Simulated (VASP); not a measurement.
# SrO (I4mm) in VASP: a series of runs, part 3 of 3

VASP 6.6.1.

## 5. Single point, r2SCAN

Input file POSCAR:

```
SrO
1.0
    0.0000000000      2.5698000000      2.5698000000
    2.5698000000      0.0000000000      2.5698000000
    2.5698000000      2.5698000000      0.0000000000
Sr O
1 1
Direct
   -0.0072962876     -0.0072962876      0.0072962876
    0.5000000000      0.5000000000      0.5000000000
```

Input file INCAR.step1:

```
SYSTEM = SrO
  PREC = Accurate
  ENCUT = 520
  ISMEAR = 0
  SIGMA = 0.05
  LREAL = .FALSE.
  LASPH = .TRUE.
  NELM = 80
  NBANDS = 15
  GGA = PE
  ALGO = Normal
  EDIFF = 1E-4
  LWAVE = .TRUE.
  LCHARG = .FALSE.
```

Input file INCAR.step2:

```
SYSTEM = SrO
  PREC = Accurate
  ENCUT = 520
  EDIFF = 1E-7
  ISMEAR = 0
  SIGMA = 0.05
  LREAL = .FALSE.
  LASPH = .TRUE.
  NELM = 80
  ALGO = Normal
  ISIF = 2
  LWAVE = .FALSE.
  LCHARG = .FALSE.
  METAGGA = R2SCAN
  LMIXTAU = .TRUE.
  NBANDS = 15
  ISTART = 1
```

Input file KPOINTS:

```
Automatic mesh
0
G
  8 8 8
  0 0 0
```

Potentials or basis: VASP PAW PBE potentials, release 64 (Sr_sv, O).

Started as:

```sh
> cat potpaw_PBE.64/Sr_sv/POTCAR potpaw_PBE.64/O/POTCAR > POTCAR
> cp INCAR.step1 INCAR
> mpirun -np 1 vasp_std > vasp.out
> cp INCAR.step2 INCAR
> mpirun -np 1 vasp_std > vasp.out
```

OUTCAR:

```text
SYSTEM = SrO
   PREC = Accurate
   ENCUT = 520
   EDIFF = 1E-7
   ISMEAR = 0
   LREAL = .FALSE.
   LASPH = .TRUE.
   NELM = 80
   ISIF = 2
   METAGGA = R2SCAN
   ISTART = 1

 ion  position               nearest neighbor table
   1  0.993  0.993  0.007-   2 2.53   2 2.57   2 2.57   2 2.57   2 2.57   2 2.61
   2  0.500  0.500  0.500-   1 2.53   1 2.57   1 2.57   1 2.57   1 2.57   1 2.61

  LATTYP: Found a face centered cubic cell.
 ALAT       =     5.1396000000

  Lattice vectors:

 A1 = (   0.0000000000,   2.5698000000,   2.5698000000)
 A2 = (   2.5698000000,   0.0000000000,   2.5698000000)
 A3 = (   2.5698000000,   2.5698000000,   0.0000000000)

Analysis of symmetry for initial positions (statically):
=====================================================================
 Subroutine PRICEL returns:
 Original cell was already a primitive cell.

 Routine SETGRP: Setting up the symmetry group for a
 face centered cubic supercell.

 Subroutine GETGRP returns: Found  8 space group operations
 (whereof  8 operations were pure point group operations)
 out of a pool of 48 trial point group operations.

The static configuration has the point symmetry C_4v.

Analysis of symmetry for dynamics (positions and initial velocities):
=====================================================================
 Subroutine PRICEL returns:
 Original cell was already a primitive cell.

 Routine SETGRP: Setting up the symmetry group for a
 face centered cubic supercell.

 Subroutine GETGRP returns: Found  8 space group operations
 (whereof  8 operations were pure point group operations)
 out of a pool of 48 trial point group operations.

The dynamic configuration has the point symmetry C_4v.

 Subroutine INISYM returns: Found  8 space group operations
 (whereof  8 operations are pure point group operations),
 and found     1 'primitive' translations

----------------------------------------------------------------------------------------

                                     Primitive cell

  volume of cell :      33.9413

  direct lattice vectors                    reciprocal lattice vectors
     0.000000000  2.569800000  2.569800000    -0.194567671  0.194567671  0.194567671
     2.569800000  0.000000000  2.569800000     0.194567671 -0.194567671  0.194567671
     2.569800000  2.569800000  0.000000000     0.194567671  0.194567671 -0.194567671

  length of vectors
     3.634246013  3.634246013  3.634246013     0.337001091  0.337001091  0.337001091

  position of ions in fractional coordinates (direct lattice)
     0.992703712  0.992703712  0.007296288
     0.500000000  0.500000000  0.500000000

  ion indices of the primitive-cell ions
   primitive index   ion index
                 1           1
                 2           2

----------------------------------------------------------------------------------------

 KPOINTS: Automatic mesh

Automatic generation of k-mesh.
 Grid dimensions read from file:
 generate k-points for:    8    8    8

 Generating k-lattice:

  Cartesian coordinates                     Fractional coordinates (reciprocal lattice)
    -0.024320959  0.024320959  0.024320959     0.125000000  0.000000000  0.000000000
     0.024320959 -0.024320959  0.024320959     0.000000000  0.125000000  0.000000000
     0.024320959  0.024320959 -0.024320959     0.000000000  0.000000000  0.125000000

  Length of vectors
     0.042125136  0.042125136  0.042125136

  Shift w.r.t. Gamma in fractional coordinates (k-lattice)
     0.000000000  0.000000000  0.000000000

 Subroutine IBZKPT returns following result:
 ===========================================

 Found     59 irreducible k-points:

 Following reciprocal coordinates:
            Coordinates               Weight
  0.000000  0.000000  0.000000      1.000000
  0.125000  0.000000  0.000000      8.000000
  0.250000  0.000000  0.000000      8.000000
  0.375000  0.000000  0.000000      8.000000
  0.500000  0.000000  0.000000      4.000000
  0.125000  0.125000  0.000000      2.000000
[... 16 lines left out ...]
  0.000000  0.375000  0.250000     16.000000
  0.500000  0.250000  0.000000      8.000000
 [... further k-points ...]
   k-points           NKPTS =     59   k-points in BZ     NKDIM =     59   number of bands    NBANDS=     15
   number of dos      NEDOS =    301   number of ions     NIONS =      2
   total plane-waves  NPLWV =  21952
   dimension x,y,z NGX =    28 NGY =   28 NGZ =   28
   dimension x,y,z NGXF=    56 NGYF=   56 NGZF=   56
   ions per type =               1   1
   NGX,Y,Z   is equivalent  to a cutoff of  12.81, 12.81, 12.81 a.u.
   NGXF,Y,Z  is equivalent  to a cutoff of  25.62, 25.62, 25.62 a.u.
 SYSTEM =  SrO
   PREC   = accura    normal or accurate (medium, high low for compatibility)
   ISTART =      1    job   : 0-new  1-cont  2-samecut
   ICHARG =      0    charge: 1-file 2-atom 10-const
   ISPIN  =      1    spin polarized calculation?
   LNONCOLLINEAR =      F non collinear calculations
   LSORBIT =      F    spin-orbit coupling
   LASPH  =      T    aspherical Exc in radial PAW
   ENCUT  =  520.0 eV  38.22 Ry    6.18 a.u.   6.76  6.76  6.76*2*pi/ulx,y,z
   NELM   =     80;   NELMIN=  2; NELMDL=  0     # of ELM steps
   EDIFF  = 0.1E-06   stopping-criterion for ELM
   LREAL  =      F    real-space projection
   EDIFFG = 0.1E-05   stopping-criterion for IOM
   NSW    =      0    number of steps for IOM
   IBRION =     -1    ionic relax: 0-MD 1-quasi-New 2-CG
   NFREE  =      0    steps in history (QN), initial steepest desc. (CG)
   ISIF   =      2    stress and relaxation
   ISYM   =      2    0-nonsym 1-usesym 2-fastsym
   POTIM  = 0.5000    time-step for ionic-motion
   TEBEG  =    0.0;   TEEND  =   0.0 temperature during run
   PSTRESS=    0.0 pullay stress
   NELECT =      16.0000    total number of electrons
   NUPDOWN=      -1.0000    fix difference up-down
   EMIN   =  10.00;   EMAX   =-10.00  energy-range for DOS
   EFERMI =   0.00;   METHOD = LEGACY
   ISMEAR =     0;   SIGMA  =   0.05  broadening in eV -4-tet -1-fermi 0-gaus
   EFERMI_NEDOS =   21; number of points for ismear=-14 and -15
   IALGO  =     38    algorithm
   IMIX   =      4    mixing-type and parameters
     AMIX     =   0.40;   BMIX     =  1.00
     AMIX_MAG =   1.60;   BMIX_MAG =  1.00
  volume/ion in A,a.u.               =      16.97       114.52
  Fermi-wavevector in a.u.,A,eV,Ry     =   1.274106  2.407711 22.086959  1.623346
  Thomas-Fermi vector in A             =   2.406892
   LORBIT       =      0    0 simple, 1 ext, 2 COOP (PROOUT), +10 PAW based schemes
   METAGGA = R2SCAN    functional components
   LHFCALC =     F    Hartree Fock is set to
   AEXX    =    0.0000 exact exchange contribution
   IVDW    =     0    specifies the selected vdW correction
   LEPSILON=     F    determine dielectric tensor
   LRPA    =     F    only Hartree local field effects (RPA)
 non-spin polarized calculation
 Gauss-broadening in eV      SIGMA  =   0.05
  energy-cutoff  :      520.00
  volume of cell :       33.94
 maximum number of plane-waves:       941
   NGX = 13   NGY = 13   NGZ = 13

 number of electron      15.9999997 magnetization

 Free energy of the ion-electron system (eV)
  ---------------------------------------------------
  ext. energy  EPLUGINS =         0.00000000
  ---------------------------------------------------
  free energy    TOTEN  =       -27.05083717 eV

  energy without entropy =      -27.05083717  energy(sigma->0) =      -27.05083717

 E-fermi :   1.6664     XC(G=0): -10.5929

 val. band max:        1.3448398551   @ k =   0.0000   0.0000   0.0000
 cond. band min:       5.0902043220   @ k =   0.5000   0.5000   0.0000
 fundamental gap:      3.7453644669
 Fermi energy:         1.6663974493

 k-point     1 :       0.0000    0.0000    0.0000
  band No.  band energies     occupation
      1     -32.1171      2.00000
      2     -14.6854      2.00000
      3     -13.1389      2.00000
      4     -13.1389      2.00000
      5     -13.1361      2.00000
      6       1.3439      2.00000
      7       1.3439      2.00000
      8       1.3448      2.00000
      9       6.0172      0.00000
     10       8.1298      0.00000
     11       8.1354      0.00000
     12       8.1354      0.00000
     13      10.4539      0.00000
     14      10.4627      0.00000
     15      14.6537      0.00000
[... 397 lines left out ...]
 k-point    24 :       0.5000    0.2500    0.0000
  band No.  band energies     occupation
      1     -31.9565      2.00000
      2     -15.5613      2.00000
      3     -13.5812      2.00000
      4     -13.3617      2.00000
      5     -12.7017      2.00000
      6       0.1593      2.00000
      7       0.6088      2.00000
      8       0.7294      2.00000
      9       6.8721      0.00000
     10       9.6000      0.00000
     11      11.2059      0.00000
     12      11.6851      0.00000
     13      13.1813      0.00000
     14      14.4691      0.00000
     15      16.1532      0.00000

 [... further k-points ...]
[... 5 lines left out ...]
  --------------------------------------------------------------------------------------
  -------------------------------------------------------------------------------------
  Total        0.3537397      0.3537397      0.3907411      0.0000000      0.0000000      0.0000000
  in kB       16.6980754     16.6980754     18.4447059      0.0000000      0.0000000      0.0000000
  external PRESSURE =      17.2802856 kB  Pullay stress =       0.0000000 kB

 VOLUME and BASIS-vectors are now :
 -----------------------------------------------------------------------------
  energy-cutoff  :      520.00
  volume of cell :       33.94
      direct lattice vectors                 reciprocal lattice vectors
     0.000000000  2.569800000  2.569800000    -0.194567671  0.194567671  0.194567671
     2.569800000  0.000000000  2.569800000     0.194567671 -0.194567671  0.194567671
     2.569800000  2.569800000  0.000000000     0.194567671  0.194567671 -0.194567671

 POSITION                                       TOTAL-FORCE (eV/Angst)
 -----------------------------------------------------------------------------------
      2.56980      2.56980      5.10210         0.000000      0.000000      0.097653
      2.56980      2.56980      2.56980         0.000000      0.000000     -0.097653
 -----------------------------------------------------------------------------------
    total drift:                               -0.000000     -0.000000     -0.001065

  FREE ENERGIE OF THE ION-ELECTRON SYSTEM (eV)
  ---------------------------------------------------
  free  energy   TOTEN  =       -27.0508371699 eV

  energy  without entropy=      -27.0508371699  energy(sigma->0) =      -27.05083717
```

Run time: 93 s. Hardware: 1 thread of Intel Xeon Platinum 8488C (Sapphire Rapids), shared host; peak memory 0.18 GiB.

What came out:

```yaml
Free_energy: -27.0508 eV
Pressure: 1.7 GPa
Largest_force: 0.098 eV/Å
Band_gap_on_the_k_mesh: 3.75 eV, indirect (least direct gap 3.83 eV)
```

Forces on the atoms (eV/Å):
```
Sr   0.000  0.000  0.098
O    0.000  0.000 -0.098
```

Caveat: the cell differs from its parent crystal (all Sr atoms moved +0.037 Å, as atom 1 towards its neighbour atom 2 (O) at 2.570 Å); the PAW data sets were made with another functional, which shifts forces and pressure a little. A k mesh can miss the band edges.

## 6. Single point, r2SCAN

Edit POSCAR of step 5 so:

```diff
@@ -8,3 +8,3 @@
 Direct
-   -0.0072962876     -0.0072962876      0.0072962876
+   -0.0024320959     -0.0024320959      0.0024320959
     0.5000000000      0.5000000000      0.5000000000
```

Input file INCAR.step1:

```
SYSTEM = SrO
PREC = Accurate
ENCUT = 520
ISMEAR = 0
SIGMA = 0.05
LREAL = .FALSE.
LASPH = .TRUE.
NELM = 60
NBANDS = 15
GGA = PE
ALGO = Normal
EDIFF = 1E-4
LWAVE = .TRUE.
LCHARG = .FALSE.
```

Input file INCAR.step2:

```
SYSTEM = SrO
PREC = Accurate
ENCUT = 520
EDIFF = 1E-7
ISMEAR = 0
SIGMA = 0.05
LREAL = .FALSE.
LASPH = .TRUE.
NELM = 60
ALGO = Normal
ISIF = 2
LWAVE = .FALSE.
LCHARG = .FALSE.
METAGGA = R2SCAN
LMIXTAU = .TRUE.
NBANDS = 15
ISTART = 1
```

Input file KPOINTS:

```
regular mesh
0
G
  8 8 8
  0 0 0
```

Potentials or basis: VASP PAW PBE potentials, release 64 (Sr_sv, O).

Started as:

```sh
> cat potpaw_PBE.64/Sr_sv/POTCAR potpaw_PBE.64/O/POTCAR > POTCAR
> cp INCAR.step1 INCAR
> mpirun -np 1 vasp_std > vasp.out
> cp INCAR.step2 INCAR
> mpirun -np 1 vasp_std > vasp.out
```

OUTCAR:

```text
SYSTEM = SrO
   PREC = Accurate
   ENCUT = 520
   EDIFF = 1E-7
   ISMEAR = 0
   LREAL = .FALSE.
   LASPH = .TRUE.
   NELM = 60
   ISIF = 2
   METAGGA = R2SCAN
   ISTART = 1

 ion  position               nearest neighbor table
   1  0.998  0.998  0.002-   2 2.56   2 2.57   2 2.57   2 2.57   2 2.57   2 2.58
   2  0.500  0.500  0.500-   1 2.56   1 2.57   1 2.57   1 2.57   1 2.57   1 2.58

  LATTYP: Found a face centered cubic cell.
 ALAT       =     5.1396000000

  Lattice vectors:

 A1 = (   0.0000000000,   2.5698000000,   2.5698000000)
 A2 = (   2.5698000000,   0.0000000000,   2.5698000000)
 A3 = (   2.5698000000,   2.5698000000,   0.0000000000)
[... 610 lines left out ...]
     13      13.1837      0.00000
     14      14.4646      0.00000
     15      16.1501      0.00000

 [... further k-points ...]
[... 5 lines left out ...]
  --------------------------------------------------------------------------------------
  -------------------------------------------------------------------------------------
  Total        0.3570792      0.3570792      0.3612195      0.0000000      0.0000000      0.0000000
  in kB       16.8557130     16.8557130     17.0511534      0.0000000      0.0000000      0.0000000
  external PRESSURE =      16.9208598 kB  Pullay stress =       0.0000000 kB

 VOLUME and BASIS-vectors are now :
 -----------------------------------------------------------------------------
  energy-cutoff  :      520.00
  volume of cell :       33.94
      direct lattice vectors                 reciprocal lattice vectors
     0.000000000  2.569800000  2.569800000    -0.194567671  0.194567671  0.194567671
     2.569800000  0.000000000  2.569800000     0.194567671 -0.194567671  0.194567671
     2.569800000  2.569800000  0.000000000     0.194567671  0.194567671 -0.194567671

 POSITION                                       TOTAL-FORCE (eV/Angst)
 -----------------------------------------------------------------------------------
      2.56980      2.56980      5.12710         0.000000      0.000000      0.032174
      2.56980      2.56980      2.56980         0.000000      0.000000     -0.032174
 -----------------------------------------------------------------------------------
    total drift:                               -0.000000     -0.000000     -0.002372

  FREE ENERGIE OF THE ION-ELECTRON SYSTEM (eV)
  ---------------------------------------------------
  free  energy   TOTEN  =       -27.0524247434 eV

  energy  without entropy=      -27.0524247434  energy(sigma->0) =      -27.05242474
```

OUTCAR.step1:

```text
SYSTEM = SrO
   PREC = Accurate
   ENCUT = 520
   ISMEAR = 0
   LREAL = .FALSE.
   LASPH = .TRUE.
[... 653 lines left out ...]
      2.56980      2.56980      5.12710         0.000000      0.000000      0.028786
      2.56980      2.56980      2.56980         0.000000      0.000000     -0.028786
 -----------------------------------------------------------------------------------
    total drift:                               -0.000000     -0.000000      0.000074

  FREE ENERGIE OF THE ION-ELECTRON SYSTEM (eV)
  ---------------------------------------------------
  free  energy   TOTEN  =       -12.0401492491 eV

  energy  without entropy=      -12.0401492491  energy(sigma->0) =      -12.04014925
```

It took 1.7 min on 1 thread of Intel Xeon Platinum 8488C (Sapphire Rapids), shared host; peak memory 0.18 GiB.

Results:

```
Free energy            : -27.0524 eV
Pressure               : 1.7 GPa
Largest force          : 0.032 eV/Å
Band gap on the k mesh : 3.74 eV, indirect (least direct gap 3.83 eV)
```

Forces on the atoms (eV/Å):
```
Sr   0.000  0.000  0.032
O    0.000  0.000 -0.032
```

Caveat: the cell differs from its parent crystal (all Sr atoms moved +0.013 Å, as atom 1 towards its neighbour atom 2 (O) at 2.570 Å); the PAW data sets were made with another functional, which shifts forces and pressure a little.
